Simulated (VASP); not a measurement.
A run of VASP 6.6.1 is set up as follows.

File POSCAR:

```
NaGeI3
1.0
    5.8395390757      0.0000000000      0.0000000000
    0.0000000000      5.8395390757      0.0000000000
    0.0000000000      0.0000000000      5.8395390757
Na Ge I
1 1 3
Direct
    0.0000000000      0.0000000000      0.0000000000
    0.5000000000      0.5000000000      0.5000000000
    0.5000000000      0.5000000000      0.0000000000
    0.5000000000      0.0000000000      0.5000000000
    0.0000000000      0.5000000000      0.5000000000
```

File INCAR.step1:

```
PREC = Accurate ; ENCUT = 520
ISMEAR = -1 ; SIGMA = 0.03
LREAL = False ; LASPH = True
NELM = 60 ; NBANDS = 29
GGA = PE ; ALGO = Normal
EDIFF = 1E-4 ; LWAVE = True
LCHARG = False
```

File INCAR.step2:

```
PREC = Accurate ; ENCUT = 520
EDIFF = 1E-6 ; ISMEAR = -1
SIGMA = 0.03 ; LREAL = False
LASPH = True ; NELM = 60
ALGO = Normal ; ISIF = 2
LWAVE = False ; LCHARG = True
METAGGA = R2SCAN ; LMIXTAU = True
LUSE_VDW = True ; IVDW_NL = 2
BPARAM = 11.95 ; CPARAM = 0.0093
LELF = True ; LVHAR = True
NBANDS = 29 ; ISTART = 1
```

Contents of KPOINTS:

```
regular mesh
0
Gamma
  4 4 4
```

Potentials or basis: VASP PAW PBE potentials, release 64 (Na_pv, Ge_d, I).

Command:

```sh
$ cat potpaw_PBE.64/Na_pv/POTCAR potpaw_PBE.64/Ge_d/POTCAR potpaw_PBE.64/I/POTCAR > POTCAR
$ cp INCAR.step1 INCAR
$ mpirun -np 1 vasp_std > vasp.out
$ cp INCAR.step2 INCAR
$ mpirun -np 1 vasp_std > vasp.out
```

Question: Estimate the band gap on the k mesh.

Answer: 0.35 eV.

Question: What does it give for the pressure?

Answer: 0.0 GPa.

Caveat: the PAW data sets were made with another functional, which shifts forces and pressure a little; spin-orbit coupling is left out, which moves the levels of the heavy elements. A k mesh can miss the band edges.
